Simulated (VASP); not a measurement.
# Sb (R-3m) in VASP: settings compared

The runs below take Sb through single point, relaxation of cell and atoms, with PBE, PBE+D4, LDA, PBEsol.

All numbers are computed with VASP 6.6.1; they aren't measurements. Logs are shortened: lines on timing, memory, paths and dates and some standing lists are left out, and cuts for length are marked.

## Step 1: The cell of the first run

The structure is trigonal, space group R-3m (No. 166). Conventional cell: a = 4.308 Å, b = 4.308 Å, c = 11.274 Å, α = 90.00°, β = 90.00°, γ = 120.00°. Sb (site symmetry 3m) has 6 Sb at 2.91 to 3.35 Å within 3.8 Å.

## Step 2: Single point, PBE

Input file INCAR:

```
ALGO = Normal
EDIFF = 1E-6
ENCUT = 520
GGA = PE
ISIF = 2
ISMEAR = 0
LASPH = True
LCHARG = False
LREAL = False
LWAVE = False
NBANDS = 12
NELM = 60
PREC = Accurate
SIGMA = 0.028000000000000004
```

Input file KPOINTS:

```
k-points
0
Gamma
  8 8 8
```

Input file POSCAR:

```
Sb
1.0
    2.1542000000      1.2437279499      3.7580000000
   -2.1542000000      1.2437279499      3.7580000000
    0.0000000000     -2.4874558998      3.7580000000
Sb
2
Direct
    0.7665100000      0.7665100000      0.7665100000
    0.2334900000      0.2334900000      0.2334900000
```

Potentials or basis: VASP PAW PBE potentials, release 64 (Sb).

Run with:

```bash
$ cat potpaw_PBE.64/Sb/POTCAR > POTCAR
$ mpirun -np 1 vasp_std > vasp.out
```

OUTCAR:

```text
EDIFF = 1E-6
   ENCUT = 520
   GGA = PE
   ISIF = 2
   ISMEAR = 0
   LASPH = True
   LREAL = False
   NELM = 60
   PREC = Accurate

 ion  position               nearest neighbor table
   1  0.767  0.767  0.767-   2 2.91   2 2.91   2 2.91   2 3.35   2 3.35   2 3.35
   2  0.233  0.233  0.233-   1 2.91   1 2.91   1 2.91   1 3.35   1 3.35   1 3.35

  LATTYP: Found a trigonal (rhomboedric) cell.
 ALAT       =     4.5066618304
 COS(alpha) =     0.5430253624

  Lattice vectors:

 A1 = (   2.1542000000,   1.2437279499,   3.7580000000)
 A2 = (  -2.1542000000,   1.2437279499,   3.7580000000)
 A3 = (   0.0000000000,  -2.4874558998,   3.7580000000)

Analysis of symmetry for initial positions (statically):
=====================================================================
 Subroutine PRICEL returns:
 Original cell was already a primitive cell.

 Routine SETGRP: Setting up the symmetry group for a
 trigonal (rhombohedral) supercell.

 Subroutine GETGRP returns: Found 12 space group operations
 (whereof 12 operations were pure point group operations)
 out of a pool of 12 trial point group operations.

The static configuration has the point symmetry D_3d.

Analysis of symmetry for dynamics (positions and initial velocities):
=====================================================================
 Subroutine PRICEL returns:
 Original cell was already a primitive cell.

 Routine SETGRP: Setting up the symmetry group for a
 trigonal (rhombohedral) supercell.

 Subroutine GETGRP returns: Found 12 space group operations
 (whereof 12 operations were pure point group operations)
 out of a pool of 12 trial point group operations.

The dynamic configuration has the point symmetry D_3d.

 Subroutine INISYM returns: Found 12 space group operations
 (whereof 12 operations are pure point group operations),
 and found     1 'primitive' translations

----------------------------------------------------------------------------------------

                                     Primitive cell

  volume of cell :      60.4115

  direct lattice vectors                    reciprocal lattice vectors
     2.154200000  1.243727950  3.758000000     0.232104726  0.134005726  0.088699663
    -2.154200000  1.243727950  3.758000000    -0.232104726  0.134005726  0.088699663
     0.000000000 -2.487455900  3.758000000     0.000000000 -0.268011452  0.088699663

  length of vectors
     4.506661830  4.506661830  4.506661830     0.282307932  0.282307932  0.282307932

  position of ions in fractional coordinates (direct lattice)
     0.766510000  0.766510000  0.766510000
     0.233490000  0.233490000  0.233490000

  ion indices of the primitive-cell ions
   primitive index   ion index
                 1           1
                 2           2

----------------------------------------------------------------------------------------

 KPOINTS: k-points

Automatic generation of k-mesh.
 Grid dimensions read from file:
 generate k-points for:    8    8    8

 Generating k-lattice:

  Cartesian coordinates                     Fractional coordinates (reciprocal lattice)
     0.029013091  0.016750716  0.011087458     0.125000000  0.000000000  0.000000000
    -0.029013091  0.016750716  0.011087458     0.000000000  0.125000000  0.000000000
     0.000000000 -0.033501431  0.011087458     0.000000000  0.000000000  0.125000000

  Length of vectors
     0.035288491  0.035288491  0.035288491

  Shift w.r.t. Gamma in fractional coordinates (k-lattice)
     0.000000000  0.000000000  0.000000000

 Subroutine IBZKPT returns following result:
 ===========================================

 Found     65 irreducible k-points:

 Following reciprocal coordinates:
            Coordinates               Weight
  0.000000  0.000000  0.000000      1.000000
  0.125000 -0.000000  0.000000      6.000000
  0.250000 -0.000000  0.000000      6.000000
  0.375000 -0.000000 -0.000000      6.000000
  0.500000 -0.000000  0.000000      3.000000
  0.125000  0.125000  0.000000      6.000000
[... 16 lines left out ...]
  0.250000  0.125000  0.125000      6.000000
  0.375000  0.125000  0.125000      6.000000
 [... further k-points ...]
   k-points           NKPTS =     65   k-points in BZ     NKDIM =     65   number of bands    NBANDS=     12
   number of dos      NEDOS =    301   number of ions     NIONS =      2
   total plane-waves  NPLWV =  46656
   dimension x,y,z NGX =    36 NGY =   36 NGZ =   36
   dimension x,y,z NGXF=    72 NGYF=   72 NGZF=   72
   ions per type =               2
   NGX,Y,Z   is equivalent  to a cutoff of  13.28, 13.28, 13.28 a.u.
   NGXF,Y,Z  is equivalent  to a cutoff of  26.56, 26.56, 26.56 a.u.
 SYSTEM =  unknown system
   PREC   = accura    normal or accurate (medium, high low for compatibility)
   ISTART =      0    job   : 0-new  1-cont  2-samecut
   ICHARG =      2    charge: 1-file 2-atom 10-const
   ISPIN  =      1    spin polarized calculation?
   LNONCOLLINEAR =      F non collinear calculations
   LSORBIT =      F    spin-orbit coupling
   LASPH  =      T    aspherical Exc in radial PAW
   ENCUT  =  520.0 eV  38.22 Ry    6.18 a.u.   8.38  8.38  8.38*2*pi/ulx,y,z
   NELM   =     60;   NELMIN=  2; NELMDL= -5     # of ELM steps
   EDIFF  = 0.1E-05   stopping-criterion for ELM
   LREAL  =      F    real-space projection
   EDIFFG = 0.1E-04   stopping-criterion for IOM
   NSW    =      0    number of steps for IOM
   IBRION =     -1    ionic relax: 0-MD 1-quasi-New 2-CG
   NFREE  =      0    steps in history (QN), initial steepest desc. (CG)
   ISIF   =      2    stress and relaxation
   ISYM   =      2    0-nonsym 1-usesym 2-fastsym
   POTIM  = 0.5000    time-step for ionic-motion
   TEBEG  =    0.0;   TEEND  =   0.0 temperature during run
   PSTRESS=    0.0 pullay stress
   NELECT =      10.0000    total number of electrons
   NUPDOWN=      -1.0000    fix difference up-down
   EMIN   =  10.00;   EMAX   =-10.00  energy-range for DOS
   EFERMI =   0.00;   METHOD = LEGACY
   ISMEAR =     0;   SIGMA  =   0.03  broadening in eV -4-tet -1-fermi 0-gaus
   EFERMI_NEDOS =   21; number of points for ismear=-14 and -15
   IALGO  =     38    algorithm
   IMIX   =      4    mixing-type and parameters
     AMIX     =   0.40;   BMIX     =  1.00
     AMIX_MAG =   1.60;   BMIX_MAG =  1.00
  volume/ion in A,a.u.               =      30.21       203.84
  Fermi-wavevector in a.u.,A,eV,Ry     =   0.898880  1.698637 10.993305  0.807985
  Thomas-Fermi vector in A             =   2.021644
   LORBIT       =      0    0 simple, 1 ext, 2 COOP (PROOUT), +10 PAW based schemes
   GGA     = PE    functional components
   LHFCALC =     F    Hartree Fock is set to
   AEXX    =    0.0000 exact exchange contribution
   IVDW    =     0    specifies the selected vdW correction
   LEPSILON=     F    determine dielectric tensor
   LRPA    =     F    only Hartree local field effects (RPA)
 non-spin polarized calculation
 Gauss-broadening in eV      SIGMA  =   0.03
  energy-cutoff  :      520.00
  volume of cell :       60.41
 maximum number of plane-waves:      1638
 NGX is ok and might be reduce to    36
   NGX = 17   NGY = 17   NGZ = 17

 number of electron      10.0000000 magnetization

 Free energy of the ion-electron system (eV)
  ---------------------------------------------------
  ext. energy  EPLUGINS =         0.00000000
  ---------------------------------------------------
  free energy    TOTEN  =        -8.25628050 eV

  energy without entropy =       -8.25605860  energy(sigma->0) =       -8.25616955

 E-fermi :   7.3795     XC(G=0):  -9.5309

 val. band max:        7.3784616067   @ k =   0.3750   0.1250   0.1250
 cond. band min:       7.4201754353   @ k =   0.5000   0.5000   0.5000
 fundamental gap:      0.0417138286
 Fermi energy:         7.3795059102

 k-point     1 :       0.0000    0.0000    0.0000
  band No.  band energies     occupation
      1      -5.4388      2.00000
      2       2.4905      2.00000
      3       5.2199      2.00000
      4       5.4838      2.00000
      5       5.4838      2.00000
      6       9.3484      0.00000
      7       9.9804      0.00000
      8       9.9804      0.00000
      9      12.3692      0.00000
     10      12.3692      0.00000
     11      12.5295      0.00000
     12      13.8743      0.00000

 k-point     2 :       0.1250   -0.0000    0.0000
  band No.  band energies     occupation
      1      -5.2664      2.00000
      2       1.7590      2.00000
      3       5.2595      2.00000
      4       5.4428      2.00000
      5       5.7599      2.00000
      6       9.2440      0.00000
      7       9.5455      0.00000
      8       9.5844      0.00000
      9      11.8396      0.00000
     10      12.2839      0.00000
     11      12.4591      0.00000
     12      14.9616      0.00000

 k-point     3 :       0.2500   -0.0000    0.0000
  band No.  band energies     occupation
      1      -4.7541      2.00000
      2       0.2941      2.00000
      3       5.2779      2.00000
      4       5.3706      2.00000
      5       6.2098      2.00000
      6       8.5408      0.00000
      7       8.6642      0.00000
      8       8.7500      0.00000
      9      12.1975      0.00000
     10      12.7838      0.00000
     11      13.2938      0.00000
     12      17.0545      0.00000

 k-point     4 :       0.3750   -0.0000   -0.0000
  band No.  band energies     occupation
      1      -3.9256      2.00000
      2      -1.2470      2.00000
      3       5.3372      2.00000
      4       5.3763      2.00000
      5       6.5844      2.00000
      6       7.7033      0.00000
      7       7.8245      0.00000
      8       8.0557      0.00000
      9      13.3983      0.00000
     10      14.2939      0.00000
     11      14.7745      0.00000
     12      17.2609      0.00000

 k-point     5 :       0.5000   -0.0000    0.0000
  band No.  band energies     occupation
      1      -3.0808      2.00000
      2      -2.3477      2.00000
      3       5.3364      2.00000
      4       5.4590      2.00000
      5       7.0012      2.00000
      6       7.0778      2.00000
      7       7.4793      0.00000
      8       7.7911      0.00000
      9      14.8532      0.00000
     10      15.4862      0.00000
     11      16.3388      0.00000
     12      16.3870      0.00000
[... 228 lines left out ...]
      1      -3.0761      2.00000
      2      -0.7183      2.00000
      3       1.8535      2.00000
      4       3.5315      2.00000
      5       3.6206      2.00000
      6       8.8084      0.00000
      7      12.2286      0.00000
      8      12.8089      0.00000
      9      14.2282      0.00000
     10      15.9751      0.00000
     11      17.3149      0.00000
     12      17.7579      0.00000

 k-point    22 :       0.1250    0.1250    0.1250
  band No.  band energies     occupation
      1      -5.2980      2.00000
      2       1.6842      2.00000
      3       5.5173      2.00000
      4       5.5173      2.00000
      5       5.7673      2.00000
      6       9.2571      0.00000
      7       9.5033      0.00000
      8       9.5033      0.00000
      9      12.1468      0.00000
     10      12.5650      0.00000
     11      12.5650      0.00000
     12      14.6776      0.00000

 k-point    23 :       0.2500    0.1250    0.1250
  band No.  band energies     occupation
      1      -5.0348      2.00000
      2       0.9447      2.00000
      3       4.5061      2.00000
      4       5.8262      2.00000
      5       6.7335      2.00000
      6       8.4458      0.00000
      7       8.5073      0.00000
      8      10.2484      0.00000
      9      12.0464      0.00000
     10      12.5180      0.00000
     11      13.3366      0.00000
     12      14.7294      0.00000

 k-point    24 :       0.3750    0.1250    0.1250
  band No.  band energies     occupation
      1      -4.4406      2.00000
      2      -0.2524      2.00000
      3       3.9129      2.00000
      4       5.7469      2.00000
      5       7.3785      1.04207
      6       7.4743      0.00000
      7       7.9574      0.00000
      8      10.3281      0.00000
      9      12.2793      0.00000
     10      13.2346      0.00000
     11      14.4675      0.00000
     12      16.2170      0.00000

 [... further k-points ...]
[... 5 lines left out ...]
  --------------------------------------------------------------------------------------
  -------------------------------------------------------------------------------------
  Total        1.1397964      1.1397964      0.8600123      0.0000000      0.0000000      0.0000000
  in kB       30.2286274     30.2286274     22.8084523      0.0000000      0.0000000      0.0000000
  external PRESSURE =      27.7552357 kB  Pullay stress =       0.0000000 kB

 VOLUME and BASIS-vectors are now :
 -----------------------------------------------------------------------------
  energy-cutoff  :      520.00
  volume of cell :       60.41
      direct lattice vectors                 reciprocal lattice vectors
     2.154200000  1.243727950  3.758000000     0.232104726  0.134005726  0.088699663
    -2.154200000  1.243727950  3.758000000    -0.232104726  0.134005726  0.088699663
     0.000000000 -2.487455900  3.758000000     0.000000000 -0.268011452  0.088699663

 POSITION                                       TOTAL-FORCE (eV/Angst)
 -----------------------------------------------------------------------------------
      0.00000      0.00000      8.64163         0.000000      0.000000     -0.185286
      0.00000      0.00000      2.63237         0.000000     -0.000000      0.185286
 -----------------------------------------------------------------------------------
    total drift:                                0.000000      0.000000     -0.000000

  FREE ENERGIE OF THE ION-ELECTRON SYSTEM (eV)
  ---------------------------------------------------
  free  energy   TOTEN  =        -8.2562804988 eV

  energy  without entropy=       -8.2560586024  energy(sigma->0) =       -8.25616955
```

Wall time 35 s (1 thread of Intel Xeon 6975P-C, shared host); peak memory 0.22 GiB.

What came out:

```
Free energy            : -8.2563 eV
Pressure               : 2.8 GPa
Largest force          : 0.185 eV/Å
Band gap on the k mesh : zero (band 5 reaches 7.38 eV, above the bottom of band 6 at 7.08 eV)
```

Forces on the atoms (eV/Å):
```
Sb   0.000  0.000 -0.185
Sb   0.000  0.000  0.185
```

Stress tensor (GPa, compression positive):
```
3.02 0.00 0.00
0.00 3.02 0.00
0.00 0.00 2.28
```

Caveat: spin-orbit coupling is left out, which moves the levels of the heavy elements.

[end of part 1 of 2]
